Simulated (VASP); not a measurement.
# Rb: relaxation of shape and atoms at fixed volume with LDA

Rb:

```
CELL_PARAMETERS angstrom
4.25025 0.00000 0.00000
-2.12512 3.68082 0.00000
0.00000 0.00000 6.98629
ATOMIC_POSITIONS crystal
Rb 0.33333 0.66667 0.25000
Rb 0.66667 0.33333 0.75000
```

| Item | Value |
| --- | --- |
| Program | VASP 6.6.1 |
| Task | relaxation of shape and atoms at fixed volume |
| Functional | LDA |
| Potentials or basis | VASP PAW LDA potentials, release 64 (Rb_sv) |
| Cutoff | 600 eV |
| k mesh | 9 × 9 × 5 |
| Occupations | fermi-dirac, width 0.1 eV |
| Spin | no spin polarisation |
| Dipole correction | no |
| Further INCAR settings | ALGO = Normal; EDIFF = 1e-06; IBRION = 2; EDIFFG = -0.005; NSW = 50; ISIF = 4 |

```yaml
Pressure_after_relaxing: 2.3 GPa
Band_gap_on_the_k_mesh: zero (band 9 reaches 2.29 eV, above the bottom of band 10 at -0.03 eV)
```

Final structure:
```yaml
crystal:
  lattice:
    - [4.25025, 0.00000, 0.00000]
    - [-2.12512, 3.68082, 0.00000]
    - [0.00000, 0.00000, 6.98629]
  atoms:
    - { symbol: Rb, position: [0.33333, 0.66667, 0.25000] }
    - { symbol: Rb, position: [0.66667, 0.33333, 0.75000] }
```

Levels at points of the mesh, in eV from the Fermi level:
```tsv
k point	band 5	band 6	band 7	band 8	band 9	band 10	band 11	band 12	band 13
(0.00, 0.00, 0.00)	-12.71	-12.65	-12.65	-12.65	-2.72	-0.14	1.28	3.74	3.75
```

Wall time 33 s on 1 thread of Intel(R) Xeon(R) Platinum 8259CL CPU @ 2.50GHz (Skylake/Cascade Lake), on a shared host, peak memory 0.22 GiB.

Caveat: the relaxation stopped at its first step, so nothing moved.
